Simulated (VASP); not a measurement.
# SnO (Pmn2_1) in VASP: notebook, part 2 of 2

VASP 6.6.1. The steps go on from the part before.

### 3 Single point, PBEsol (the distance across one plane changed)

INCAR

```
SYSTEM = SnO
PREC     = Accurate       ! precision mode
ENCUT    = 520            ! plane-wave cutoff, eV
EDIFF    = 1E-6           ! SCF threshold, eV
ISMEAR   = 0              ! smearing method
SIGMA    = 0.05           ! smearing width, eV
LREAL    = .False.        ! projectors in reciprocal space
LASPH    = .True.         ! aspherical terms in the spheres
NELM     = 100            ! most SCF steps
ALGO     = Normal         ! electronic algorithm
ISIF     = 2              ! what is computed and relaxed
LWAVE    = .False.        ! write WAVECAR
LCHARG   = .True.         ! write CHGCAR
GGA      = PS             ! functional
LELF     = .True.         ! ELF
LVHAR    = .True.       
NBANDS   = 50             ! bands
```

KPOINTS

```
regular mesh
0
Gamma
  7 8 3
  0 0 0
```

POSCAR

```
SnO
1.0
    0.0000000000      0.0000000000     -3.8941645687
   -3.3156086772      0.0000000000      0.0000000000
    0.0000000000     11.6600010796      0.0000000000
Sn O
4 4
Direct
    0.4738257379      0.0000000000      0.8483071401
    0.4738257379      0.0000000000      0.3590275508
    0.9738257379      0.5000000000      0.1302520385
    0.9738257379      0.5000000000      0.6195316279
    0.2761732621      0.0000000000      0.1885471336
    0.2761732621      0.0000000000      0.6778267229
    0.7761732621      0.5000000000      0.7900120451
    0.7761732621      0.5000000000      0.3007324558
```

Potentials or basis: VASP PAW PBE potentials, release 64 (Sn_d, O).

Command:

```sh
$ cat potpaw_PBE.64/Sn_d/POTCAR potpaw_PBE.64/O/POTCAR > POTCAR
$ mpirun -np 1 vasp_std > vasp.out
```

Run time: 5.3 min. Hardware: 1 thread of Oxide Virtual Turin-like, shared host; peak memory 0.35 GiB.

The run converged. Its results:

- Free energy: -47.6535 eV
- Pressure: 0.1 GPa
- Largest force: 0.129 eV/Å
- Band gap on the k mesh: 1.36 eV

Forces on the atoms (eV/Å):
```
Sn   0.000  0.124  0.038
Sn   0.000  0.080  0.030
Sn   0.000 -0.124  0.038
Sn   0.000 -0.080  0.030
O    0.000 -0.027 -0.035
O    0.000  0.017 -0.033
O    0.000  0.027 -0.035
O    0.000 -0.017 -0.033
```

Stress tensor (GPa, compression positive):
```
 0.33  0.00  0.00
 0.00 -0.09  0.00
 0.00  0.00  0.03
```

Levels at points of the mesh, in eV from the valence-band top:
| k point | band 36 | band 37 | band 38 | band 39 | band 40 | band 41 | band 42 | band 43 | band 44 | band 45 |
| --- | --- | --- | --- | --- | --- | --- | --- | --- | --- | --- |
| (0.00, 0.00, 0.00) | -2.70 | -2.20 | -1.86 | -1.53 | 0.00 | 3.11 | 3.28 | 3.31 | 4.59 | 5.07 |
| (0.00, 0.50, 0.00) | -2.74 | -1.20 | -1.20 | -1.01 | -1.01 | 1.96 | 1.96 | 2.46 | 2.46 | 5.81 |

Caveat: the cell differs from its parent crystal (the distance across one plane changed); the PAW data sets were made with another functional, which shifts forces and pressure a little; spin-orbit coupling is left out, which moves the levels of the heavy elements. A k mesh can miss the band edges.

### 4 Single point, PBEsol (the distance across one plane changed)

INCAR

```
SYSTEM = SnO
  PREC = Accurate
  ENCUT = 520
  EDIFF = 1E-7
  ISMEAR = 0
  SIGMA = 0.05
  LREAL = .FALSE.
  LASPH = .TRUE.
  NELM = 100
  ALGO = Normal
  ISIF = 2
  LWAVE = .FALSE.
  LCHARG = .FALSE.
  GGA = PS
  NBANDS = 50
```

KPOINTS

```
regular mesh
0
G
  7 8 3
  0 0 0
```

POSCAR

```
SnO
1.0
    0.0000000000      0.0000000000     -3.8941645687
   -3.3156086772      0.0000000000      0.0000000000
    0.0000000000     12.9100010796      0.0000000000
Sn O
4 4
Direct
    0.4738257379      0.0000000000      0.7661705145
    0.4738257379      0.0000000000      0.3242650101
    0.9738257379      0.5000000000      0.1176404944
    0.9738257379      0.5000000000      0.5595459989
    0.2761732621      0.0000000000      0.1702912159
    0.2761732621      0.0000000000      0.6121967204
    0.7761732621      0.5000000000      0.7135197930
    0.7761732621      0.5000000000      0.2716142886
```

Potentials or basis: VASP PAW PBE potentials, release 64 (Sn_d, O).

Command:

```sh
$ cat potpaw_PBE.64/Sn_d/POTCAR potpaw_PBE.64/O/POTCAR > POTCAR
$ mpirun -np 1 vasp_std > vasp.out
```

OUTCAR:

```text
SYSTEM = SnO
   PREC = Accurate
   ENCUT = 520
   EDIFF = 1E-7
   ISMEAR = 0
   LREAL = .FALSE.
   LASPH = .TRUE.
   NELM = 100
   ISIF = 2
   GGA = PS

 ion  position               nearest neighbor table
   1  0.474  0.000  0.766-   6 2.13   7 2.14   7 2.14   4 3.70   4 3.70   4 3.70   4 3.70
   2  0.474  0.000  0.324-   5 2.13   8 2.14   8 2.14   3 3.70   3 3.70   3 3.70   3 3.70
   3  0.974  0.500  0.118-   8 2.13   5 2.14   5 2.14   2 3.70   2 3.70   2 3.70   2 3.70
   4  0.974  0.500  0.560-   7 2.13   6 2.14   6 2.14   1 3.70   1 3.70   1 3.70   1 3.70
   5  0.276  0.000  0.170-   2 2.13   3 2.14   3 2.14
   6  0.276  0.000  0.612-   1 2.13   4 2.14   4 2.14
   7  0.776  0.500  0.714-   4 2.13   1 2.14   1 2.14
[... 1491 lines left out ...]
  external PRESSURE =       1.7648383 kB  Pullay stress =       0.0000000 kB

 VOLUME and BASIS-vectors are now :
 -----------------------------------------------------------------------------
  energy-cutoff  :      520.00
  volume of cell :      166.69
      direct lattice vectors                 reciprocal lattice vectors
     0.000000000  0.000000000 -3.894164569     0.000000000  0.000000000 -0.256794489
    -3.315608677  0.000000000  0.000000000    -0.301603747  0.000000000  0.000000000
     0.000000000 12.910001080  0.000000000     0.000000000  0.077459327  0.000000000

 POSITION                                       TOTAL-FORCE (eV/Angst)
 -----------------------------------------------------------------------------------
      0.00000      9.89126     -1.84516         0.000000      0.056369      0.065819
      0.00000      4.18626     -1.84516         0.000000      0.081741      0.030185
     -1.65780      1.51874     -3.79224         0.000000     -0.056369      0.065819
     -1.65780      7.22374     -3.79224         0.000000     -0.081741      0.030185
      0.00000      2.19846     -1.07546         0.000000     -0.039461     -0.053590
      0.00000      7.90346     -1.07546         0.000000      0.047098     -0.042414
     -1.65780      9.21154     -3.02255         0.000000      0.039461     -0.053590
     -1.65780      3.50654     -3.02255         0.000000     -0.047098     -0.042414
 -----------------------------------------------------------------------------------
    total drift:                               -0.000000      0.000088     -0.001341

  FREE ENERGIE OF THE ION-ELECTRON SYSTEM (eV)
  ---------------------------------------------------
  free  energy   TOTEN  =       -47.5353171121 eV

  energy  without entropy=      -47.5353171121  energy(sigma->0) =      -47.53531711
```

stdout:

```text
POSCAR found type information on POSCAR SnO
 POSCAR found :  2 types and       8 ions
 scaLAPACK will be used
 -----------------------------------------------------------------------------
|                                                                             |
|                                                                             |
|     You enforced a specific xc type in the INCAR file but a different       |
|     I HOPE YOU KNOW WHAT YOU ARE DOING!                                     |
|                                                                             |
 -----------------------------------------------------------------------------

 LDA part: xc-table for (Slater+PW92), standard interpolation
 POSCAR, INCAR and KPOINTS ok, starting setup
 FFT: planning ... GRIDC
 FFT: planning ... GRID_SOFT
 FFT: planning ... GRID
 WAVECAR not read
 entering main loop
```

Run time: 11 min. Hardware: 1 thread of Oxide Virtual Turin-like, shared host; peak memory 0.37 GiB.

What came out:

| Property | Result |
| --- | --- |
| Free energy | -47.5353 eV |
| Pressure | 0.2 GPa |
| Largest force | 0.087 eV/Å |
| Band gap on the k mesh | 1.80 eV (least direct gap 2.12 eV) |

Forces in eV/Å, atoms in the order of the input:
```
Sn   0.000  0.056  0.066
Sn   0.000  0.082  0.030
Sn   0.000 -0.056  0.066
Sn   0.000 -0.082  0.030
O    0.000 -0.039 -0.054
O    0.000  0.047 -0.042
O    0.000  0.039 -0.054
O    0.000 -0.047 -0.042
```

Caveat: the cell differs from its parent crystal (the distance across one plane changed); the PAW data sets were made with another functional, which shifts forces and pressure a little; spin-orbit coupling is left out, which moves the levels of the heavy elements.

### 5 Summary

```csv
cell,gap on the mesh (eV),pressure (GPa),largest force (eV/Å)
"a = 3.894, b = 3.316, c = 11.110 Å, 8 atoms",1.09,0.6,0.09
"a = 3.894, b = 3.316, c = 11.660 Å, 8 atoms",1.36,0.1,0.13
"a = 3.894, b = 3.316, c = 12.910 Å, 8 atoms",1.80,0.2,0.09
```

Alike in all rows: task single point; level PBEsol; potentials or basis VASP PAW PBE potentials, release 64 (Sn_d, O); no spin polarisation; k mesh 7 × 8 × 3; cutoff (eV) 520; smearing gaussian 0.05 eV.

Caveats: the PAW data sets were made with another functional, which shifts forces and pressure a little; spin-orbit coupling is left out, which moves the levels of the heavy elements.

Total energies depend on the potentials used, so only differences within one code and one set of settings carry meaning.
